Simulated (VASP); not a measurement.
# Zr (P2_1/m) in VASP: single point with PBE

Aim: the single point of Zr with PBE.

All numbers are computed with VASP 6.6.1; they aren't measurements. Logs are shortened: lines on timing, memory, paths and dates and some standing lists are left out, and cuts for length are marked.

## 1. The cell of the first run

Symmetry: P2_1/m, No. 11, monoclinic system. The conventional cell has a = 3.190 Å, b = 5.147 Å, c = 3.232 Å, α = 90.00°, β = 118.71°, γ = 90.00°. Within 4.2 Å of Zr (site symmetry m) lie 12 Zr at 3.16 to 3.27 Å.

## 2. Single point, PBE (xy shear strain of +3 %)

INCAR

```
SYSTEM = Zr
PREC = Accurate ; ENCUT = 520
EDIFF = 1E-6 ; ISMEAR = -1
SIGMA = 0.03 ; LREAL = .FALSE.
LASPH = .TRUE. ; NELM = 100
ALGO = Normal ; ISIF = 2
LWAVE = .FALSE. ; LCHARG = .FALSE.
GGA = PE ; NBANDS = 19
```

KPOINTS

```
regular mesh
0
G
  13 13 7
  0 0 0
```

POSCAR

```
Zr
1.0
    3.2319982225      0.0484799733      0.0000000000
   -1.5740142227      2.7747525789      0.0000000000
    0.0000000000      0.0000000000      5.1470000000
Zr
2
Direct
    0.3333333333      0.6666666667      0.2500000000
    0.6666666667      0.3333333333      0.7500000000
```

Potentials or basis: VASP PAW PBE potentials, release 64 (Zr_sv).

Launch:

```
cat potpaw_PBE.64/Zr_sv/POTCAR > POTCAR
mpirun -np 1 vasp_std > vasp.out
```

OUTCAR:

```text
SYSTEM = Zr
   PREC = Accurate
   ENCUT = 520
   EDIFF = 1E-6
   ISMEAR = -1
   LREAL = .FALSE.
   LASPH = .TRUE.
   NELM = 100
   ISIF = 2
   GGA = PE

 ion  position               nearest neighbor table
   1  0.333  0.667  0.250-   2 3.16   2 3.16   2 3.18   2 3.18   2 3.19   2 3.19
   2  0.667  0.333  0.750-   1 3.16   1 3.16   1 3.18   1 3.18   1 3.19   1 3.19

  Warning from LATTYP: Monoclinic adjustment (A1->A3, A2->A1, A3->A2)!
  LATTYP: Found a simple monoclinic cell.
 ALAT       =     3.1901054289
 B/A-ratio  =     1.6134263004
 C/A-ratio  =     1.0132460741
 COS(beta)  =    -0.4803040536

  Lattice vectors:

 A1 = (  -1.5740142227,   2.7747525789,   0.0000000000)
 A2 = (   0.0000000000,   0.0000000000,   5.1470000000)
 A3 = (   3.2319982225,   0.0484799733,   0.0000000000)

Analysis of symmetry for initial positions (statically):
=====================================================================
 Subroutine PRICEL returns:
 Original cell was already a primitive cell.

 Routine SETGRP: Setting up the symmetry group for a
 simple monoclinic supercell.

 Subroutine GETGRP returns: Found  4 space group operations
 (whereof  2 operations were pure point group operations)
 out of a pool of  4 trial point group operations.

The static configuration has the point symmetry S_2 .
 The point group associated with its full space group is C_2h.

Analysis of symmetry for dynamics (positions and initial velocities):
=====================================================================
 Subroutine PRICEL returns:
 Original cell was already a primitive cell.

 Routine SETGRP: Setting up the symmetry group for a
 simple monoclinic supercell.

 Subroutine GETGRP returns: Found  4 space group operations
 (whereof  2 operations were pure point group operations)
 out of a pool of  4 trial point group operations.

The dynamic configuration has the point symmetry S_2 .
 The point group associated with its full space group is C_2h.

 Subroutine INISYM returns: Found  4 space group operations
 (whereof  2 operations are pure point group operations),
 and found     1 'primitive' translations

----------------------------------------------------------------------------------------

                                     Primitive cell

  volume of cell :      46.5510

  direct lattice vectors                    reciprocal lattice vectors
     3.231998223  0.048479973  0.000000000     0.306795604  0.174033767  0.000000000
    -1.574014223  2.774752579  0.000000000    -0.005360277  0.357351807  0.000000000
     0.000000000  0.000000000  5.147000000     0.000000000  0.000000000  0.194287935

  length of vectors
     3.232361802  3.190105429  5.147000000     0.352719853  0.357392007  0.194287935

  position of ions in fractional coordinates (direct lattice)
     0.333333333  0.666666667  0.250000000
     0.666666667  0.333333333  0.750000000

  ion indices of the primitive-cell ions
   primitive index   ion index
                 1           1
                 2           2

----------------------------------------------------------------------------------------

 KPOINTS: regular mesh

Automatic generation of k-mesh.
 Grid dimensions read from file:
 generate k-points for:   13   13    7

 Generating k-lattice:

  Cartesian coordinates                     Fractional coordinates (reciprocal lattice)
     0.023599662  0.013387213  0.000000000     0.076923077  0.000000000  0.000000000
    -0.000412329  0.027488601  0.000000000    -0.000000000  0.076923077  0.000000000
     0.000000000  0.000000000  0.027755419     0.000000000  0.000000000  0.142857143

  Length of vectors
     0.027132296  0.027491693  0.027755419

  Shift w.r.t. Gamma in fractional coordinates (k-lattice)
     0.000000000  0.000000000  0.000000000

 Subroutine IBZKPT returns following result:
 ===========================================

 Found    340 irreducible k-points:

 Following reciprocal coordinates:
            Coordinates               Weight
  0.000000  0.000000  0.000000      1.000000
  0.076923  0.000000  0.000000      2.000000
  0.153846  0.000000  0.000000      2.000000
  0.230769  0.000000  0.000000      2.000000
  0.307692  0.000000  0.000000      2.000000
  0.384615  0.000000  0.000000      2.000000
[... 16 lines left out ...]
  0.153846  0.153846  0.000000      2.000000
  0.230769  0.153846  0.000000      2.000000
 [... further k-points ...]
   k-points           NKPTS =    340   k-points in BZ     NKDIM =    340   number of bands    NBANDS=     19
   number of dos      NEDOS =    301   number of ions     NIONS =      2
   total plane-waves  NPLWV =  23040
   dimension x,y,z NGX =    24 NGY =   24 NGZ =   40
   dimension x,y,z NGXF=    48 NGYF=   48 NGZF=   80
   ions per type =               2
   NGX,Y,Z   is equivalent  to a cutoff of  12.34, 12.51, 12.92 a.u.
   NGXF,Y,Z  is equivalent  to a cutoff of  24.69, 25.01, 25.84 a.u.
 SYSTEM =  Zr
   PREC   = accura    normal or accurate (medium, high low for compatibility)
   ISTART =      0    job   : 0-new  1-cont  2-samecut
   ICHARG =      2    charge: 1-file 2-atom 10-const
   ISPIN  =      1    spin polarized calculation?
   LNONCOLLINEAR =      F non collinear calculations
   LSORBIT =      F    spin-orbit coupling
   LASPH  =      T    aspherical Exc in radial PAW
   ENCUT  =  520.0 eV  38.22 Ry    6.18 a.u.   6.01  5.93  9.57*2*pi/ulx,y,z
   NELM   =    100;   NELMIN=  2; NELMDL= -5     # of ELM steps
   EDIFF  = 0.1E-05   stopping-criterion for ELM
   LREAL  =      F    real-space projection
   EDIFFG = 0.1E-04   stopping-criterion for IOM
   NSW    =      0    number of steps for IOM
   IBRION =     -1    ionic relax: 0-MD 1-quasi-New 2-CG
   NFREE  =      0    steps in history (QN), initial steepest desc. (CG)
   ISIF   =      2    stress and relaxation
   ISYM   =      2    0-nonsym 1-usesym 2-fastsym
   POTIM  = 0.5000    time-step for ionic-motion
   TEBEG  =    0.0;   TEEND  =   0.0 temperature during run
   PSTRESS=    0.0 pullay stress
   NELECT =      24.0000    total number of electrons
   NUPDOWN=      -1.0000    fix difference up-down
   EMIN   =  10.00;   EMAX   =-10.00  energy-range for DOS
   EFERMI =   0.00;   METHOD = LEGACY
   ISMEAR =    -1;   SIGMA  =   0.03  broadening in eV -4-tet -1-fermi 0-gaus
   EFERMI_NEDOS =   21; number of points for ismear=-14 and -15
   IALGO  =     38    algorithm
   IMIX   =      4    mixing-type and parameters
     AMIX     =   0.40;   BMIX     =  1.00
     AMIX_MAG =   1.60;   BMIX_MAG =  1.00
  volume/ion in A,a.u.               =      23.28       157.07
  Fermi-wavevector in a.u.,A,eV,Ry     =   1.312710  2.480662 23.445664  1.723208
  Thomas-Fermi vector in A             =   2.443083
   LORBIT       =      0    0 simple, 1 ext, 2 COOP (PROOUT), +10 PAW based schemes
   GGA     = PE    functional components
   LHFCALC =     F    Hartree Fock is set to
   AEXX    =    0.0000 exact exchange contribution
   IVDW    =     0    specifies the selected vdW correction
   LEPSILON=     F    determine dielectric tensor
   LRPA    =     F    only Hartree local field effects (RPA)
 non-spin polarized calculation
  energy-cutoff  :      520.00
  volume of cell :       46.55
 maximum number of plane-waves:      1273
   NGX = 13   NGY = 11   NGZ = 19

 number of electron      24.0000000 magnetization

 Free energy of the ion-electron system (eV)
  ---------------------------------------------------
  ext. energy  EPLUGINS =         0.00000000
  ---------------------------------------------------
  free energy    TOTEN  =       -17.03549304 eV

  energy without entropy =      -17.02854144  energy(sigma->0) =      -17.03201724

 E-fermi :   9.0128     XC(G=0): -11.0828

 val. band max:        9.0030350614   @ k =   0.3077   0.3846   0.2857
 cond. band min:       9.0145274823   @ k =  -0.3846   0.1538   0.4286
 fundamental gap:      0.0114924209
 Fermi energy:         9.0127843414

 k-point     1 :       0.0000    0.0000    0.0000
  band No.  band energies     occupation
      1     -39.8414      2.00000
      2     -39.6868      2.00000
      3     -18.3655      2.00000
      4     -17.5111      2.00000
      5     -17.4758      2.00000
      6     -17.3702      2.00000
[... 11 lines left out ...]
     18      11.2023      0.00000
     19      13.3537      0.00000

 k-point     2 :       0.0769    0.0000    0.0000
  band No.  band energies     occupation
      1     -39.8351      2.00000
      2     -39.6843      2.00000
      3     -18.3481      2.00000
      4     -17.5482      2.00000
      5     -17.4888      2.00000
      6     -17.4086      2.00000
[... 11 lines left out ...]
     18      11.0661      0.00000
     19      13.5924      0.00000

 k-point     3 :       0.1538    0.0000    0.0000
  band No.  band energies     occupation
      1     -39.8172      2.00000
      2     -39.6777      2.00000
      3     -18.2979      2.00000
      4     -17.6536      2.00000
      5     -17.5213      2.00000
      6     -17.5157      2.00000
[... 11 lines left out ...]
     18      11.2896      0.00000
     19      13.8133      0.00000

 k-point     4 :       0.2308    0.0000    0.0000
  band No.  band energies     occupation
      1     -39.7911      2.00000
      2     -39.6692      2.00000
      3     -18.2210      2.00000
      4     -17.8025      2.00000
      5     -17.6622      2.00000
      6     -17.5639      2.00000
[... 11 lines left out ...]
     18      11.9086      0.00000
     19      14.0325      0.00000

 k-point     5 :       0.3077    0.0000    0.0000
  band No.  band energies     occupation
      1     -39.7615      2.00000
      2     -39.6619      2.00000
      3     -18.1276      2.00000
      4     -17.9601      2.00000
      5     -17.8114      2.00000
      6     -17.6073      2.00000
[... 11 lines left out ...]
     18      12.6844      0.00000
     19      14.1958      0.00000

 k-point     6 :       0.3846    0.0000    0.0000
  band No.  band energies     occupation
      1     -39.7343      2.00000
      2     -39.6583      2.00000
      3     -18.0896      2.00000
      4     -18.0335      2.00000
      5     -17.9309      2.00000
      6     -17.6423      2.00000
[... 11 lines left out ...]
     18      13.4986      0.00000
     19      14.2947      0.00000

 k-point     7 :       0.4615   -0.0000    0.0000
  band No.  band energies     occupation
      1     -39.7169      2.00000
      2     -39.6583      2.00000
      3     -18.1623      2.00000
      4     -17.9969      2.00000
      5     -17.9664      2.00000
      6     -17.6616      2.00000
[... 11 lines left out ...]
     18      14.3394      0.00000
     19      14.4881      0.00000

 k-point     8 :       0.0000    0.0769    0.0000
  band No.  band energies     occupation
      1     -39.8346      2.00000
      2     -39.6840      2.00000
      3     -18.3473      2.00000
      4     -17.5388      2.00000
      5     -17.5019      2.00000
      6     -17.3978      2.00000
[... 256 lines left out ...]
 k-point    20 :      -0.0769    0.0769    0.0000
  band No.  band energies     occupation
      1     -39.8342      2.00000
      2     -39.6837      2.00000
      3     -18.3467      2.00000
      4     -17.5296      2.00000
      5     -17.5139      2.00000
      6     -17.3854      2.00000
[... 11 lines left out ...]
     18      11.0179      0.00000
     19      13.4784      0.00000

 k-point    21 :      -0.0000    0.1538    0.0000
  band No.  band energies     occupation
      1     -39.8155      2.00000
      2     -39.6764      2.00000
      3     -18.2950      2.00000
      4     -17.6444      2.00000
      5     -17.5431      2.00000
      6     -17.5061      2.00000
[... 11 lines left out ...]
     18      11.1434      0.00000
     19      13.7611      0.00000

 k-point    22 :       0.0769    0.1538    0.0000
  band No.  band energies     occupation
      1     -39.7998      2.00000
      2     -39.6713      2.00000
      3     -18.2488      2.00000
      4     -17.7162      2.00000
      5     -17.6383      2.00000
      6     -17.5340      2.00000
[... 11 lines left out ...]
     18      11.7108      0.00000
     19      13.8659      0.00000

 k-point    23 :       0.1538    0.1538    0.0000
  band No.  band energies     occupation
      1     -39.7762      2.00000
      2     -39.6647      2.00000
      3     -18.1767      2.00000
      4     -17.8008      2.00000
      5     -17.7746      2.00000
      6     -17.5783      2.00000
[... 11 lines left out ...]
     18      12.4857      0.00000
     19      13.9145      0.00000

 k-point    24 :       0.2308    0.1538    0.0000
  band No.  band energies     occupation
      1     -39.7489      2.00000
      2     -39.6591      2.00000
      3     -18.0875      2.00000
      4     -17.9313      2.00000
      5     -17.8602      2.00000
      6     -17.6494      2.00000
[... 11 lines left out ...]
     18      13.3892      0.00000
     19      13.9559      0.00000

 [... further k-points ...]

------------------------ aborting loop because EDIFF is reached ----------------------------------------

  FORCE on cell =-STRESS in cart. coord.  units (eV):
  Direction    XX          YY          ZZ          XY          YZ          ZX
  --------------------------------------------------------------------------------------
  -------------------------------------------------------------------------------------
  Total        0.0652450      0.1148866      0.2739686     -0.3947052      0.0000000      0.0000000
  in kB        2.2455803      3.9541282      9.4293563    -13.5848287      0.0000000      0.0000000
  external PRESSURE =       5.2096883 kB  Pullay stress =       0.0000000 kB

 VOLUME and BASIS-vectors are now :
 -----------------------------------------------------------------------------
  energy-cutoff  :      520.00
  volume of cell :       46.55
      direct lattice vectors                 reciprocal lattice vectors
     3.231998223  0.048479973  0.000000000     0.306795604  0.174033767  0.000000000
    -1.574014223  2.774752579  0.000000000    -0.005360277  0.357351807  0.000000000
     0.000000000  0.000000000  5.147000000     0.000000000  0.000000000  0.194287935

 POSITION                                       TOTAL-FORCE (eV/Angst)
 -----------------------------------------------------------------------------------
      0.02799      1.86600      1.28675        -0.061051      0.004678      0.000000
      1.62999      0.95724      3.86025         0.061051     -0.004678      0.000000
 -----------------------------------------------------------------------------------
    total drift:                               -0.000000      0.000000     -0.000000

  FREE ENERGIE OF THE ION-ELECTRON SYSTEM (eV)
  ---------------------------------------------------
  free  energy   TOTEN  =       -17.0354930372 eV

  energy  without entropy=      -17.0285414431  energy(sigma->0) =      -17.03201724
```

Run time: 62 s. Hardware: 1 thread of Intel Xeon 6975P-C (Granite Rapids), shared host; peak memory 0.34 GiB.

Results:

* Free energy: -17.0355 eV
* Pressure: 0.5 GPa
* Largest force: 0.061 eV/Å
* Band gap on the k mesh: zero (bands 12 and 13 overlap by 1.27 eV)

Forces on the atoms (eV/Å):
```
Zr  -0.061  0.005  0.000
Zr   0.061 -0.005  0.000
```

Stress tensor (GPa, compression positive):
```
 0.22 -1.36  0.00
-1.36  0.40  0.00
 0.00  0.00  0.94
```

Levels at points of the mesh, in eV from the Fermi level:
| k point | band 8 | band 9 | band 10 | band 11 | band 12 | band 13 | band 14 | band 15 | band 16 | band 17 |
| --- | --- | --- | --- | --- | --- | --- | --- | --- | --- | --- |
| (0.00, 0.00, 0.00) | -26.35 | -5.67 | -3.05 | 0.60 | 0.99 | 1.10 | 1.16 | 1.32 | 1.77 | 2.05 |

Caveat: the cell differs from its parent crystal (xy shear strain of +3 %).
